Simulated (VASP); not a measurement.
# Si2W (P6_222) in VASP: single point with r2SCAN

Aim: the single point of Si2W with r2SCAN.

All numbers are computed with VASP 6.6.1; they aren't measurements. Logs are shortened: lines on timing, memory, paths and dates and some standing lists are left out, and cuts for length are marked.

## Step 1: The cell of the first run

It takes space group P6_222 (No. 180, hexagonal). Conventional cell: a = 4.213 Å, b = 4.213 Å, c = 6.609 Å, α = 90.00°, β = 90.00°, γ = 120.00°. Si (site symmetry 2) has 9 Si at 2.39 to 3.08 Å and 5 W at 2.42 to 2.52 Å within 3.2 Å. Within 3.2 Å of W (site symmetry 222) lie 10 Si at 2.42 to 2.52 Å and 4 W at 3.05 Å.

## Step 2: Single point, r2SCAN (strain -0.080 along x and y, +0.000 along z)

POSCAR

```
Si2W
1.0
    4.2133146779      0.0000000000      0.0000000000
   -2.1066573390      3.6488375452      0.0000000000
    0.0000000000      0.0000000000      6.6091535140
Si W
6 3
Direct
    0.8364048210      0.6728096420      0.5000000000
    0.1635951790      0.8364048210      0.8333333333
    0.6728096420      0.8364048210      0.1666666667
    0.1635951790      0.3271903580      0.5000000000
    0.8364048210      0.1635951790      0.8333333333
    0.3271903580      0.1635951790      0.1666666667
    0.0000000000      0.5000000000      0.1666666667
    0.5000000000      0.5000000000      0.8333333333
    0.5000000000      0.0000000000      0.5000000000
```

INCAR.step1

```
SYSTEM = Si2W
  PREC = Accurate
  ENCUT = 520
  ISMEAR = 0
  SIGMA = 0.03
  LREAL = .FALSE.
  LASPH = .TRUE.
  NELM = 80
  NBANDS = 43
  GGA = PE
  ALGO = Normal
  EDIFF = 1E-4
  LWAVE = .TRUE.
  LCHARG = .FALSE.
```

INCAR.step2

```
SYSTEM = Si2W
  PREC = Accurate
  ENCUT = 520
  EDIFF = 1E-6
  ISMEAR = 0
  SIGMA = 0.03
  LREAL = .FALSE.
  LASPH = .TRUE.
  NELM = 80
  ALGO = Normal
  ISIF = 2
  LWAVE = .FALSE.
  LCHARG = .FALSE.
  METAGGA = R2SCAN
  LMIXTAU = .TRUE.
  NBANDS = 43
  ISTART = 1
```

KPOINTS

```
regular mesh
0
G
  12 12 6
  0 0 0
```

Potentials or basis: VASP PAW PBE potentials, release 64 (Si, W_sv).

On the command line:

```
$ cat potpaw_PBE.64/Si/POTCAR potpaw_PBE.64/W_sv/POTCAR > POTCAR
$ cp INCAR.step1 INCAR
$ mpirun -np 1 vasp_std > vasp.out
$ cp INCAR.step2 INCAR
$ mpirun -np 1 vasp_std > vasp.out
```

OUTCAR:

```text
SYSTEM = Si2W
   PREC = Accurate
   ENCUT = 520
   EDIFF = 1E-6
   ISMEAR = 0
   LREAL = .FALSE.
   LASPH = .TRUE.
   NELM = 80
   ISIF = 2
   METAGGA = R2SCAN
   ISTART = 1

 ion  position               nearest neighbor table
   1  0.836  0.673  0.500-   4 2.39   9 2.42   9 2.42   9 2.45   4 2.46   4 2.46   2 2.51   3 2.51
                             8 2.52   7 2.52   6 3.02   5 3.02   6 3.08   5 3.08
   2  0.164  0.836  0.833-   5 2.39   8 2.42   8 2.42   8 2.45   5 2.46   5 2.46   1 2.51   6 2.51
                             9 2.52   7 2.52   4 3.02   3 3.02   4 3.08   3 3.08
   3  0.673  0.836  0.167-   6 2.39   7 2.42   7 2.42   7 2.45   6 2.46   6 2.46   1 2.51   5 2.51
                             9 2.52   8 2.52   4 3.02   2 3.02   4 3.08   2 3.08
   4  0.164  0.327  0.500-   1 2.39   9 2.42   9 2.42   9 2.45   1 2.46   1 2.46   5 2.51   6 2.51
                             8 2.52   7 2.52   3 3.02   2 3.02   3 3.08   2 3.08
   5  0.836  0.164  0.833-   2 2.39   8 2.42   8 2.42   8 2.45   2 2.46   2 2.46   4 2.51   3 2.51
                             9 2.52   7 2.52   1 3.02   6 3.02   1 3.08   6 3.08
   6  0.327  0.164  0.167-   3 2.39   7 2.42   7 2.42   7 2.45   3 2.46   3 2.46   4 2.51   2 2.51
                             9 2.52   8 2.52   1 3.02   5 3.02   1 3.08   5 3.08
   7  0.000  0.500  0.167-   6 2.42   3 2.42   6 2.42   3 2.42   3 2.45   6 2.45   4 2.52   1 2.52
                             5 2.52   2 2.52   9 3.05   9 3.05   8 3.05   8 3.05
   8  0.500  0.500  0.833-   2 2.42   5 2.42   2 2.42   5 2.42   2 2.45   5 2.45   4 2.52   1 2.52
                             3 2.52   6 2.52   9 3.05   9 3.05   7 3.05   7 3.05
   9  0.500  0.000  0.500-   4 2.42   1 2.42   4 2.42   1 2.42   4 2.45   1 2.45   2 2.52   5 2.52
                             3 2.52   6 2.52   7 3.05   7 3.05   8 3.05   8 3.05

  LATTYP: Found a hexagonal cell.
 ALAT       =     4.2133146779
 C/A-ratio  =     1.5686351529

  Lattice vectors:

 A1 = (   4.2133146779,   0.0000000000,   0.0000000000)
 A2 = (  -2.1066573390,   3.6488375452,   0.0000000000)
 A3 = (   0.0000000000,   0.0000000000,   6.6091535140)

Analysis of symmetry for initial positions (statically):
=====================================================================
 Subroutine PRICEL returns:
 Original cell was already a primitive cell.

 Routine SETGRP: Setting up the symmetry group for a
 hexagonal supercell.

 Subroutine GETGRP returns: Found 12 space group operations
 (whereof  4 operations were pure point group operations)
 out of a pool of 24 trial point group operations.

The static configuration has the point symmetry D_2 .
 The point group associated with its full space group is D_6 .

Analysis of symmetry for dynamics (positions and initial velocities):
=====================================================================
 Subroutine PRICEL returns:
 Original cell was already a primitive cell.

 Routine SETGRP: Setting up the symmetry group for a
 hexagonal supercell.

 Subroutine GETGRP returns: Found 12 space group operations
 (whereof  4 operations were pure point group operations)
 out of a pool of 24 trial point group operations.

The dynamic configuration has the point symmetry D_2 .
 The point group associated with its full space group is D_6 .

 Subroutine INISYM returns: Found 12 space group operations
 (whereof  4 operations are pure point group operations),
 and found     1 'primitive' translations

----------------------------------------------------------------------------------------

                                     Primitive cell

  volume of cell :     101.6071

  direct lattice vectors                    reciprocal lattice vectors
     4.213314678  0.000000000  0.000000000     0.237342823  0.137029943  0.000000000
    -2.106657339  3.648837545  0.000000000     0.000000000  0.274059886  0.000000000
     0.000000000  0.000000000  6.609153514     0.000000000  0.000000000  0.151305307

  length of vectors
     4.213314678  4.213314678  6.609153514     0.274059886  0.274059886  0.151305307

  position of ions in fractional coordinates (direct lattice)
     0.836404821  0.672809642  0.500000000
     0.163595179  0.836404821  0.833333333
     0.672809642  0.836404821  0.166666667
     0.163595179  0.327190358  0.500000000
     0.836404821  0.163595179  0.833333333
     0.327190358  0.163595179  0.166666667
     1.000000000  0.500000000  0.166666667
     0.500000000  0.500000000  0.833333333
     0.500000000  0.000000000  0.500000000

  ion indices of the primitive-cell ions
   primitive index   ion index
                 1           1
                 2           2
                 3           3
                 4           4
                 5           5
                 6           6
                 7           7
                 8           8
                 9           9

----------------------------------------------------------------------------------------

 KPOINTS: regular mesh

Automatic generation of k-mesh.
 Grid dimensions read from file:
 generate k-points for:   12   12    6

 Generating k-lattice:

  Cartesian coordinates                     Fractional coordinates (reciprocal lattice)
     0.019778569  0.011419162  0.000000000     0.083333333 -0.000000000  0.000000000
     0.000000000  0.022838324  0.000000000     0.000000000  0.083333333  0.000000000
     0.000000000  0.000000000  0.025217551     0.000000000  0.000000000  0.166666667

  Length of vectors
     0.022838324  0.022838324  0.025217551

  Shift w.r.t. Gamma in fractional coordinates (k-lattice)
     0.000000000  0.000000000  0.000000000

 Subroutine IBZKPT returns following result:
 ===========================================

 Found     76 irreducible k-points:

 Following reciprocal coordinates:
            Coordinates               Weight
  0.000000  0.000000  0.000000      1.000000
  0.083333  0.000000  0.000000      6.000000
  0.166667 -0.000000  0.000000      6.000000
  0.250000  0.000000  0.000000      6.000000
  0.333333  0.000000  0.000000      6.000000
  0.416667 -0.000000  0.000000      6.000000
[... 16 lines left out ...]
  0.250000  0.000000  0.166667     12.000000
  0.333333  0.000000  0.166667     12.000000
 [... further k-points ...]
   k-points           NKPTS =     76   k-points in BZ     NKDIM =     76   number of bands    NBANDS=     43
   number of dos      NEDOS =    301   number of ions     NIONS =      9
   total plane-waves  NPLWV =  51200
   dimension x,y,z NGX =    32 NGY =   32 NGZ =   50
   dimension x,y,z NGXF=    64 NGYF=   64 NGZF=  100
   ions per type =               6   3
   NGX,Y,Z   is equivalent  to a cutoff of  12.63, 12.63, 12.58 a.u.
   NGXF,Y,Z  is equivalent  to a cutoff of  25.25, 25.25, 25.15 a.u.
 SYSTEM =  Si2W
   PREC   = accura    normal or accurate (medium, high low for compatibility)
   ISTART =      1    job   : 0-new  1-cont  2-samecut
   ICHARG =      0    charge: 1-file 2-atom 10-const
   ISPIN  =      1    spin polarized calculation?
   LNONCOLLINEAR =      F non collinear calculations
   LSORBIT =      F    spin-orbit coupling
   LASPH  =      T    aspherical Exc in radial PAW
   ENCUT  =  520.0 eV  38.22 Ry    6.18 a.u.   7.83  7.83 12.29*2*pi/ulx,y,z
   NELM   =     80;   NELMIN=  2; NELMDL=  0     # of ELM steps
   EDIFF  = 0.1E-05   stopping-criterion for ELM
   LREAL  =      F    real-space projection
   EDIFFG = 0.1E-04   stopping-criterion for IOM
   NSW    =      0    number of steps for IOM
   IBRION =     -1    ionic relax: 0-MD 1-quasi-New 2-CG
   NFREE  =      0    steps in history (QN), initial steepest desc. (CG)
   ISIF   =      2    stress and relaxation
   ISYM   =      2    0-nonsym 1-usesym 2-fastsym
   POTIM  = 0.5000    time-step for ionic-motion
   TEBEG  =    0.0;   TEEND  =   0.0 temperature during run
   PSTRESS=    0.0 pullay stress
   NELECT =      66.0000    total number of electrons
   NUPDOWN=      -1.0000    fix difference up-down
   EMIN   =  10.00;   EMAX   =-10.00  energy-range for DOS
   EFERMI =   0.00;   METHOD = LEGACY
   ISMEAR =     0;   SIGMA  =   0.03  broadening in eV -4-tet -1-fermi 0-gaus
   EFERMI_NEDOS =   21; number of points for ismear=-14 and -15
   IALGO  =     38    algorithm
   IMIX   =      4    mixing-type and parameters
     AMIX     =   0.40;   BMIX     =  1.00
     AMIX_MAG =   1.60;   BMIX_MAG =  1.00
  volume/ion in A,a.u.               =      11.29        76.19
  Fermi-wavevector in a.u.,A,eV,Ry     =   1.417799  2.679252 27.349813  2.010155
  Thomas-Fermi vector in A             =   2.538992
   LORBIT       =      0    0 simple, 1 ext, 2 COOP (PROOUT), +10 PAW based schemes
   METAGGA = R2SCAN    functional components
   LHFCALC =     F    Hartree Fock is set to
   AEXX    =    0.0000 exact exchange contribution
   IVDW    =     0    specifies the selected vdW correction
   LEPSILON=     F    determine dielectric tensor
   LRPA    =     F    only Hartree local field effects (RPA)
 non-spin polarized calculation
 Gauss-broadening in eV      SIGMA  =   0.03
  energy-cutoff  :      520.00
  volume of cell :      101.61
 maximum number of plane-waves:      2760
 NGX is ok and might be reduce to    32
   NGX = 15   NGY = 15   NGZ = 25

 number of electron      65.9999993 magnetization

 Free energy of the ion-electron system (eV)
  ---------------------------------------------------
  ext. energy  EPLUGINS =         0.00000000
  ---------------------------------------------------
  free energy    TOTEN  =      -205.22945892 eV

  energy without entropy =     -205.22945892  energy(sigma->0) =     -205.22945892

 E-fermi :  14.8927     XC(G=0): -14.4633

 val. band max:       14.6492574372   @ k =   0.5000   0.0000   0.5000
 cond. band min:      15.1226552475   @ k =   0.5000   0.0000   0.0000
 fundamental gap:      0.4733978103
 Fermi energy:        14.8926817634

 k-point     1 :       0.0000    0.0000    0.0000
  band No.  band energies     occupation
      1     -60.6498      2.00000
      2     -60.6204      2.00000
      3     -60.6204      2.00000
      4     -24.6735      2.00000
      5     -24.6433      2.00000
      6     -24.6433      2.00000
[... 1093 lines left out ...]
     42      19.6829      0.00000
     43      20.3914      0.00000

 [... further k-points ...]

------------------------ aborting loop because EDIFF is reached ----------------------------------------

  FORCE on cell =-STRESS in cart. coord.  units (eV):
  Direction    XX          YY          ZZ          XY          YZ          ZX
  --------------------------------------------------------------------------------------
  -------------------------------------------------------------------------------------
  Total       46.8414460     46.8414460     20.2188585     -0.0000000     -0.0000000      0.0000000
  in kB      738.6124292    738.6124292    318.8180872     -0.0000000     -0.0000000      0.0000000
  external PRESSURE =     598.6809819 kB  Pullay stress =       0.0000000 kB

 VOLUME and BASIS-vectors are now :
 -----------------------------------------------------------------------------
  energy-cutoff  :      520.00
  volume of cell :      101.61
      direct lattice vectors                 reciprocal lattice vectors
     4.213314678  0.000000000  0.000000000     0.237342823  0.137029943  0.000000000
    -2.106657339  3.648837545  0.000000000     0.000000000  0.274059886  0.000000000
     0.000000000  0.000000000  6.609153514     0.000000000  0.000000000  0.151305307

 POSITION                                       TOTAL-FORCE (eV/Angst)
 -----------------------------------------------------------------------------------
      2.10666      2.45497      3.30458         0.000000     -0.137391     -0.000000
     -1.07274      3.05191      5.50763         0.118984     -0.068696     -0.000000
      1.07274      3.05191      1.10153        -0.118984     -0.068696     -0.000000
     -0.00000      1.19386      3.30458        -0.000000      0.137391     -0.000000
      3.17940      0.59693      5.50763        -0.118984      0.068696      0.000000
      1.03392      0.59693      1.10153         0.118984      0.068696      0.000000
     -1.05333      1.82442      1.10153        -0.000000      0.000000     -0.000000
      1.05333      1.82442      5.50763        -0.000000      0.000000     -0.000000
      2.10666      0.00000      3.30458        -0.000000      0.000000     -0.000000
 -----------------------------------------------------------------------------------
    total drift:                               -0.000000      0.000000     -0.000000

  FREE ENERGIE OF THE ION-ELECTRON SYSTEM (eV)
  ---------------------------------------------------
  free  energy   TOTEN  =      -205.2294589160 eV

  energy  without entropy=     -205.2294589160  energy(sigma->0) =     -205.22945892
```

It took 8.6 min on 1 thread of Intel Xeon Platinum 8488C (Sapphire Rapids), shared host; peak memory 0.39 GiB.

What came out:

```
Free energy            : -205.2295 eV
Pressure               : 59.9 GPa
Largest force          : 0.137 eV/Å
Band gap on the k mesh : 0.47 eV (least direct gap 0.91 eV)
```

Forces on the atoms (eV/Å):
```
Si   0.000 -0.137  0.000
Si   0.119 -0.069  0.000
Si  -0.119 -0.069  0.000
Si   0.000  0.137  0.000
Si  -0.119  0.069  0.000
Si   0.119  0.069  0.000
W    0.000  0.000  0.000
W    0.000  0.000  0.000
W    0.000  0.000  0.000
```

Stress tensor (GPa, compression positive):
```
73.86  0.00  0.00
 0.00 73.86  0.00
 0.00  0.00 31.88
```

Levels at points of the mesh, in eV from the valence-band top:
```
           k point  band 31  band 32  band 33  band 34  band 35  band 36
(0.00, 0.00, 0.00)    -2.22    -1.78    -1.07     2.82     2.82     3.83
(0.50, 0.00, 0.00)    -1.94    -1.27    -0.44     0.47     1.56     2.19
(0.00, 0.00, 0.50)    -1.61    -1.32    -1.32     2.66     2.77     3.10
(0.50, 0.00, 0.50)    -2.15    -0.78     0.00     1.31     1.36     2.02
```

Caveat: the cell differs from its parent crystal (strain -0.080 along x and y, +0.000 along z); the stress differs along the axes, from 32 to 74 GPa; the PAW data sets were made with another functional, which shifts forces and pressure a little; spin-orbit coupling is left out, which moves the levels of the heavy elements. A k mesh can miss the band edges.
